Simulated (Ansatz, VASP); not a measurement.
**AlNi: VASP beside Ansatz**

```
Al Ni
1.0
     2.89309    0.00000    0.00000
     0.00000    2.89309    0.00000
     0.00000    0.00000    2.89309
Al Ni
1 1
Direct
  0.50000 0.50000 0.50000
  0.00000 0.00000 0.00000
```

Alike in both runs: functional PBE; k mesh 14 × 14 × 14; occupations gaussian, width 0.1 eV; no spin polarisation.

Ansatz relaxed the structure, and its values are those at the end. VASP's run is a single point on that final structure, the one shown.

```csv
,VASP,Ansatz
version,VASP 6.6.1,Ansatz 0.2.0
potentials or method,"VASP PAW PBE potentials, release 64 (Al, Ni), cutoff 520 eV","scalar-relativistic, plane waves, PAW"
valence electrons in the cell,13,21
```

Ansatz gave:

* gap on the k mesh at the Fermi level (eV): none
* pressure (GPa): 0.0

Q: Estimate VASP's values.

A: gap on the k mesh at the Fermi level (eV): none; pressure (GPa): -0.1.

A gap of «none» marks a metal or a gap that the smearing closes. The functional is the same, so the differences come from potentials, cutoffs and numerics. VASP's potentials hold 13 valence electrons a cell and Ansatz's 21, so a difference there can come from the potentials and not from the codes.
